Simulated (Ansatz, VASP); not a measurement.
## Two plane-wave programs on Ru

File INCAR:

```
SYSTEM = Ru
  PREC = Accurate
  ENCUT = 520
  EDIFF = 1E-6
  ISMEAR = 0
  SIGMA = 0.1
  LREAL = .False.
  LASPH = .True.
  NELM = 100
  ALGO = Fast
  ISIF = 2
  LWAVE = .False.
  LCHARG = .False.
  GGA = PE
  NBANDS = 21
```

Contents of KPOINTS:

```
Automatic mesh
0
Gamma
  18 18 10
  0 0 0
```

File POSCAR:

```
Ru
1.0
    2.7322079357      0.0000000000      0.0000000000
   -1.3661039679      2.3661614808      0.0000000000
    0.0000000000      0.0000000000      4.5806053440
Ru
2
Direct
    0.3333333333      0.6666666667      0.2500000000
    0.6666666667      0.3333333333      0.7500000000
```

Input for Ansatz:

```yaml
crystal:
  lattice:
    - [2.7322079357, 0.0, 0.0]
    - [-1.3661039679, 2.3661614808, 0.0]
    - [0.0, 0.0, 4.580605344]
  atoms:
    - { symbol: Ru, position: [0.3333333333, 0.6666666667, 0.25] }
    - { symbol: Ru, position: [0.6666666667, 0.3333333333, 0.75] }
basis:
  ecutwfc: 420
kpoints:
  mp_grid: { grid: [18, 18, 10] }
hamiltonian:
  xc: pbe
scf:
  occupations: { method: gaussian, width: 0.1 }
output:
  forces: true
  stress: true
  eigenvalues: true
```

Alike in both runs: task single point; functional PBE; k mesh 18 × 18 × 10; occupations gaussian, width 0.1 eV; no spin polarisation.

```csv
,VASP,Ansatz
version,VASP 6.6.1,Ansatz 0.2.0
potentials or method,"VASP PAW PBE potentials, release 64 (Ru_pv), cutoff 520 eV","scalar-relativistic, plane waves, PAW"
valence electrons in the cell,28,32
```

```csv
,VASP,Ansatz,Ansatz less VASP
gap on the k mesh at the Fermi level (eV),none,none,-
pressure (GPa),-18.7,-18.5,+0.12
"traceless stress, the component that is largest in VASP (GPa)",-14.61,-14.63,-0.025
```

A gap of «none» marks a metal or a gap that the smearing closes. VASP's potentials hold 28 valence electrons a cell and Ansatz's 32, so a difference there can come from the potentials and not from the codes.
